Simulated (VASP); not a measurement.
# KLi2H6 (P6mm) in VASP: further runs, part 2 of 2

VASP 6.6.1. Earlier steps stand in the parts before.

### 3 Relaxation of cell and atoms, PBE

This run uses another cell than the first one, of 22.14 Å³/atom.

The input, INCAR:

```
  ALGO = Normal
  EDIFF = 1E-6
  EDIFFG = -0.01
  ENCUT = 600
  GGA = PE
  IBRION = 2
  ISIF = 3
  ISMEAR = 0
  LASPH = T
  LCHARG = F
  LREAL = F
  LWAVE = F
  NELM = 100
  NSW = 100
  PREC = Accurate
  SIGMA = 0.1
```

The input, KPOINTS:

```
k-points
0
Gamma
  12 12 4
```

The input, POSCAR:

```
KLi2H6
1.0
    5.1077786315      0.0000000000      0.0000000000
   -2.5538893158      4.4234660518      0.0000000000
    0.0000000000      0.0000000000      8.8179173828
K Li H
1 2 6
Direct
    0.0000000000      0.0000000000      0.3719866529
    0.3333333333      0.6666666667      0.6498604594
    0.6666666667      0.3333333333      0.6498604594
    0.1956773888      0.0000000000      0.0311107747
    0.0000000000      0.1956773888      0.0311107747
    0.8043226112      0.8043226112      0.0311107747
    0.8043226112      0.0000000000      0.0311107747
    0.0000000000      0.8043226112      0.0311107747
    0.1956773888      0.1956773888      0.0311107747
```

Potentials or basis: VASP PAW PBE potentials, release 64 (K_sv, Li_sv, H).

Started as:

```bash
$ cat potpaw_PBE.64/K_sv/POTCAR potpaw_PBE.64/Li_sv/POTCAR potpaw_PBE.64/H/POTCAR > POTCAR
$ mpirun -np 1 vasp_std > vasp.out
```

OUTCAR:

```text
EDIFF = 1E-6
   EDIFFG = -0.01
   ENCUT = 600
   GGA = PE
   IBRION = 2
   ISIF = 3
   ISMEAR = 0
   LASPH = T
   LREAL = F
   NELM = 100
   NSW = 100
   PREC = Accurate

 ion  position               nearest neighbor table
   1  0.000  0.000  0.372-
   2  0.333  0.667  0.650-
   3  0.667  0.333  0.650-
   4  0.196  0.000  0.031-
   5  0.000  0.196  0.031-
   6  0.804  0.804  0.031-
   7  0.804  0.000  0.031-
   8  0.000  0.804  0.031-
   9  0.196  0.196  0.031-

  LATTYP: Found a hexagonal cell.
 ALAT       =     5.1077786315
 C/A-ratio  =     1.7263703107

  Lattice vectors:

 A1 = (   5.1077786315,   0.0000000000,   0.0000000000)
 A2 = (  -2.5538893158,   4.4234660518,   0.0000000000)
 A3 = (   0.0000000000,   0.0000000000,   8.8179173828)

Analysis of symmetry for initial positions (statically):
[... 428 lines left out ...]
      4     -15.7538      2.00000
      5     -15.7234      2.00000
      6     -15.7234      2.00000
      7     -12.8175      2.00000
      8      -6.1922      2.00000
      9      -6.1922      2.00000
     10      -2.5275      2.00000
     11      -0.9569      2.00000
     12       0.9574      0.00000
     13       1.9592      0.00000
     14       1.9592      0.00000
[... 401 lines left out ...]
      2     -47.8276      2.00000
      3     -32.2499      2.00000
      4     -15.7504      2.00000
      5     -15.7444      2.00000
      6     -15.7286      2.00000
      7     -12.7131      2.00000
      8      -6.6796      2.00000
      9      -6.3075      2.00000
     10      -1.7883      2.00000
     11       0.0330      0.00000
     12       0.2842      0.00000
     13       1.3171      0.00000
     14       1.5946      0.00000
     15       1.8579      0.00000

 [... further k-points ...]

------------------------ aborting loop because EDIFF is reached ----------------------------------------

  FORCE on cell =-STRESS in cart. coord.  units (eV):
  Direction    XX          YY          ZZ          XY          YZ          ZX
  --------------------------------------------------------------------------------------
  -------------------------------------------------------------------------------------
  Total       -0.0175220     -0.0175220      0.0059677      0.0000000     -0.0000000      0.0000000
  in kB       -0.1440979     -0.1440979      0.0490776      0.0000000     -0.0000000      0.0000000
  external PRESSURE =      -0.0797061 kB  Pullay stress =       0.0000000 kB
[... 24 lines left out ...]
  FREE ENERGIE OF THE ION-ELECTRON SYSTEM (eV)
  ---------------------------------------------------
  free  energy   TOTEN  =       -21.9339752211 eV

  energy  without entropy=      -21.9199841657  energy(sigma->0) =      -21.92697969

 reached required accuracy - stopping structural energy minimisation
```

CONTCAR:

```text
KLi2H6
   1.00000000000000
     4.9936146674159634    0.0000000000012925   -0.0000000000000000
    -2.4968073337557439    4.3245971587049254    0.0000000000000000
    -0.0000000000000000    0.0000000000000000    9.0214342155336027
  K               Li              H
     1     2     6
Direct
     0.0000000000000000    0.0000000000000000    0.3697488597168377
     0.3333333332999970    0.6666666667000030    0.6518387912287156
     0.6666666667000030    0.3333333332999970    0.6518387912287156
     0.2000276320794867    0.0000000000000000    0.0308242962876192
     0.0000000000000000    0.2000276320794869    0.0308242962876192
     0.7999723679205132    0.7999723679205131    0.0308242962876192
     0.7999723679205132    0.0000000000000001    0.0308242962876192
     0.0000000000000000    0.7999723679205130    0.0308242962876192
     0.2000276320794867    0.2000276320794868    0.0308242962876192

  0.00000000E+00  0.00000000E+00  0.00000000E+00
  0.00000000E+00  0.00000000E+00  0.00000000E+00
  0.00000000E+00  0.00000000E+00  0.00000000E+00
  0.00000000E+00  0.00000000E+00  0.00000000E+00
  0.00000000E+00  0.00000000E+00  0.00000000E+00
  0.00000000E+00  0.00000000E+00  0.00000000E+00
  0.00000000E+00  0.00000000E+00  0.00000000E+00
  0.00000000E+00  0.00000000E+00  0.00000000E+00
  0.00000000E+00  0.00000000E+00  0.00000000E+00
```

Wall time 24 min (1 thread of Intel Xeon Platinum 8488C (Sapphire Rapids), shared host); peak memory 0.51 GiB.

What came out:

| Property | Result |
| --- | --- |
| Free energy | -21.9340 eV |
| Relaxed volume | 21.65 Å³/atom |
| Relaxed cell | a = 4.994 Å, b = 4.994 Å, c = 9.021 Å, α = 90.00°, β = 90.00°, γ = 120.00° |
| Space group after relaxing (to 0.1 Å) | P6mm (No. 183) |
| Energy gained by relaxing | 0.5 meV/atom |
| Ionic steps | 13 |
| Pressure after relaxing | 0.0 GPa |
| Largest force after relaxing | 0.003 eV/Å |
| Band gap on the k mesh | zero (an odd number of electrons rules out a gap without spin polarisation) |

Forces in eV/Å, atoms in the order of the input:
```
K    0.000  0.000  0.003
Li   0.000  0.000  0.000
Li   0.000  0.000  0.000
H   -0.003  0.000 -0.001
H    0.001 -0.002 -0.001
H    0.001  0.002 -0.001
H    0.003  0.000 -0.001
H   -0.001  0.002 -0.001
H   -0.001 -0.002 -0.001
```

Step by step:
```
step  energy change (eV)  largest force (eV/Å)  pressure (GPa)  volume (Å³)
   1              0.0000                0.0079           -0.07       199.23
   2             -0.0003                0.0083           -0.04       198.96
   3             -0.0004                0.0316            0.01       198.57
   4             -0.0006                0.0305            0.01       198.42
   5             -0.0012                0.0273            0.01       197.96
   6             -0.0022                0.0212            0.01       197.05
   7             -0.0035                0.0160            0.03       195.20
   8             -0.0033                0.0272            0.06       191.48
   9             -0.0039                0.0212            0.04       193.48
  10             -0.0041                0.0156            0.00       194.07
  11             -0.0041                0.0223           -0.02       194.30
  12             -0.0042                0.0166           -0.02       194.45
  13             -0.0043                0.0031           -0.01       194.82
```

Final structure:
```yaml
crystal:
  lattice:
    - [4.99361, 0.00000, 0.00000]
    - [-2.49681, 4.32460, 0.00000]
    - [0.00000, 0.00000, 9.02143]
  atoms:
    - { symbol: K, position: [0.00000, 0.00000, 0.36975] }
    - { symbol: Li, position: [0.33333, 0.66667, 0.65184] }
    - { symbol: Li, position: [0.66667, 0.33333, 0.65184] }
    - { symbol: H, position: [0.20003, 0.00000, 0.03082] }
    - { symbol: H, position: [0.00000, 0.20003, 0.03082] }
    - { symbol: H, position: [0.79997, 0.79997, 0.03082] }
    - { symbol: H, position: [0.79997, 0.00000, 0.03082] }
    - { symbol: H, position: [0.00000, 0.79997, 0.03082] }
    - { symbol: H, position: [0.20003, 0.20003, 0.03082] }
```

Caveat: the cutoff is under 1.25 times the usual one of these potentials, so pressure, stress and relaxed cells hold a basis-set (Pulay) error.
